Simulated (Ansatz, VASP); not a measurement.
**Two plane-wave programs on BaTiO3**

INCAR

```
PREC     = Accurate       # precision mode
ENCUT    = 910            # plane-wave cutoff, eV
EDIFF    = 1E-8           # SCF threshold, eV
ISMEAR   = -1             # smearing method
SIGMA    = 0.05           # smearing width, eV
LREAL    = False          # projectors in reciprocal space
LASPH    = True           # aspherical terms in the spheres
NELM     = 120            # most SCF steps
ALGO     = Normal         # electronic algorithm
ISIF     = 2              # what is computed and relaxed
LWAVE    = False          # write WAVECAR
LCHARG   = False          # write CHGCAR
GGA      = PE             # functional
LEFG     = True         
NBANDS   = 28             # bands
GGA_COMPAT= False
```

KPOINTS

```
regular mesh
0
Gamma
  9 9 9
```

File POSCAR:

```
BaTiO3
1.0
    2.8276681575      1.6325549719      2.3177316080
   -2.8276681575      1.6325549719      2.3177316080
    0.0000000000     -3.2651099438      2.3177316080
Ba Ti O
1 1 3
Direct
    0.0000000000      0.0000000000      0.0000000000
    0.5140000000      0.5140000000      0.5140000000
    0.4916000000      0.4916000000      0.9815000000
    0.4916000000      0.9815000000      0.4916000000
    0.9815000000      0.4916000000      0.4916000000
```

Input for Ansatz:

```yaml
crystal:
  lattice:
    - [2.8276681575, 1.6325549719, 2.317731608]
    - [-2.8276681575, 1.6325549719, 2.317731608]
    - [0.0, -3.2651099438, 2.317731608]
  atoms:
    - { symbol: Ba, position: [0.0, 0.0, 0.0] }
    - { symbol: Ti, position: [0.514, 0.514, 0.514] }
    - { symbol: O, position: [0.4916, 0.4916, 0.9815] }
    - { symbol: O, position: [0.4916, 0.9815, 0.4916] }
    - { symbol: O, position: [0.9815, 0.4916, 0.4916] }
kpoints:
  mp_grid: { grid: [9, 9, 9] }
  band_path:
    path:
      - [0.0, 0.0, 0.0]
      - [0.5, 0.5, 0.5]
      - [0.5025694503, 0.4974305497, 0.5]
      - [0.5, -0.4974305497, 0.4974305497]
      - [0.5, 0.0, 0.0]
      - [0.0, 0.0, 0.0]
      - [0.4987152749, -0.4987152749, 0.0]
      - [0.5012847251, 0.0, 0.4987152749]
      - [0.5, 0.0, 0.5]
    npoints: 14
scf:
  occupations: { method: fermi_dirac, width: 0.05 }
hamiltonian:
  xc: pbe
  pseudopotentials: { kind: paw }
output:
  forces: true
  stress: true
  eigenvalues: true
  efg: { contact_densities: true }
  populations: true
  bader: true
  dos: { projected: true, de: 0.2, e_range: [-14, 8] }
  write_density: true
  write_potential: true
  elf: true
  volumetric_format: npy
```

Alike in both runs: task electric field gradients; functional PBE; k mesh 9 × 9 × 9; occupations fermi-dirac, width 0.05 eV; no spin polarisation.

|  | VASP | Ansatz |
| --- | --- | --- |
| version | VASP 6.6.1 | Ansatz 0.2.0 |
| potentials or method | VASP PAW PBE potentials, release 64 (Ba_sv, Ti_sv, O_h) | PAW with Ansatz's default frozen-core files, scalar-relativistic |
| plane-wave cutoff (eV) | 910 | 420 |
| valence electrons in the cell | 40 | 40 |

|  | VASP | Ansatz | Ansatz less VASP |
| --- | --- | --- | --- |
| gap on the k mesh at the Fermi level (eV) | 2.39 | 2.44 | +0.051 |
| rms of the force components (eV/Å) | 0.094 | 0.086 | -0.0078 |
| size of Vzz on the site where it differs most (V/Å²) | 20.6 | 21.3 | +0.63 |

Atom by atom the forces differ by 0.016 eV/Å (rms over components). The functional is the same, so the differences come from potentials, cutoffs and numerics.

Neither program's run includes spin-orbit coupling. Noted on VASP's run: the cutoff is under 1.25 times that of the potentials, so the pressure is a little rough.
